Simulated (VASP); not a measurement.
Wanted: the native input for a VASP 6.6.1 run.

* Task: single point
* Functional: LDA
* Potentials or basis: VASP PAW LDA potentials, release 64 (Mg, Sb, Sn_d)
* Cutoff: 520 eV
* k mesh: 6 × 6 × 4
* Occupations: fermi-dirac, width 0.02 eV
* Spin: no spin polarisation
* Dipole correction: no
* Further INCAR settings: ALGO = Normal; EDIFF = 1e-06; NBANDS = 21

The structure of MgSnSb2 lies in POSCAR:

```
MgSnSb2
1.0
    4.5440717723      0.0000000000      0.0000000000
    0.0000000000      4.5440717723      0.0000000000
    0.0000000000      0.0000000000      6.4464347910
Mg Sb Sn
1 2 1
Direct
    0.0000000000      0.0000000000      0.0000000000
    0.0000000000      0.5000000000      0.2415273501
    0.5000000000      0.0000000000      0.7584726499
    0.5000000000      0.5000000000      0.5000000000
```

The input as run:

INCAR

```
SYSTEM = MgSnSb2
PREC = Accurate
ENCUT = 520
EDIFF = 1E-6
ISMEAR = -1
SIGMA = 0.02
LREAL = .FALSE.
LASPH = .TRUE.
NELM = 60
ALGO = Normal
ISIF = 2
LWAVE = .FALSE.
LCHARG = .TRUE.
LELF = .TRUE.
LVHAR = .TRUE.
NBANDS = 21
```

KPOINTS

```
Automatic mesh
0
G
  6 6 4
  0 0 0
```

Potentials or basis: VASP PAW LDA potentials, release 64 (Mg, Sb, Sn_d).

Run with:

```console
$ cat potpaw_LDA.64/Mg/POTCAR potpaw_LDA.64/Sb/POTCAR potpaw_LDA.64/Sn_d/POTCAR > POTCAR
$ mpirun -np 1 vasp_std > vasp.out
```

It gave:

- Pressure: 0.0 GPa
- Largest force: 0.020 eV/Å
- Band gap on the k mesh: zero (bands 13 and 14 overlap by 0.21 eV)

Caveat: semilocal functionals underestimate gaps, and a narrow one can read as zero; spin-orbit coupling is left out, which moves the levels of the heavy elements.

Run time: 110 s on 1 thread of AMD EPYC 9755 128-Core Processor (shared host), peak memory 0.22 GiB.
